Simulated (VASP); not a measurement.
**GaN: single point with PBE**

Crystal: GaN.

```xyz
6
Lattice="3.0178 0.0000 0.0000 -1.5089 2.6135 0.0000 0.0000 0.0000 7.3920" Properties=species:S:1:pos:R:3 pbc="T T T"
Ga    0.0000    1.7423    6.1600
Ga    0.0000    0.0000    3.6960
Ga    1.5089    0.8712    1.2320
N     0.0000    0.0000    0.0000
N     1.5089    0.8712    4.9278
N     0.0000    1.7423    2.4642
```

* Program: VASP 6.6.1
* Task: single point
* Functional: PBE
* Potentials or basis: VASP PAW PBE potentials, release 64 (Ga_d, N)
* Cutoff: 520 eV
* k mesh: 6 × 6 × 4
* Occupations: gaussian, width 0.1 eV
* Spin: no spin polarisation
* Dipole correction: no
* Further INCAR settings: ALGO = Normal; EDIFF = 1e-07; NBANDS = 36

```json
{"Pressure": "0.7 GPa", "Band gap on the k mesh": "0.39 eV"}
```

Levels at points of the mesh, in eV from the valence-band top:
| k point | band 23 | band 24 | band 25 | band 26 | band 27 | band 28 | band 29 | band 30 | band 31 | band 32 |
| --- | --- | --- | --- | --- | --- | --- | --- | --- | --- | --- |
| (0.00, 0.00, 0.00) | -0.49 | -0.28 | -0.28 | -0.28 | -0.28 | 1.90 | 4.79 | 4.79 | 8.98 | 8.98 |
| (0.50, 0.00, 0.00) | -2.94 | -2.04 | -2.04 | -1.04 | -1.04 | 0.39 | 5.18 | 5.18 | 7.04 | 7.05 |
| (0.00, 0.00, 0.50) | -0.44 | -0.44 | -0.44 | -0.18 | -0.18 | 3.81 | 3.81 | 4.56 | 8.91 | 8.91 |
| (0.50, 0.00, 0.50) | -3.98 | -2.38 | -2.38 | -0.18 | -0.18 | 2.34 | 2.34 | 4.56 | 8.54 | 8.54 |

Run time: 80 s on 1 thread of Intel Xeon 8259CL (shared host), peak memory 0.19 GiB.

A k mesh can miss the band edges.
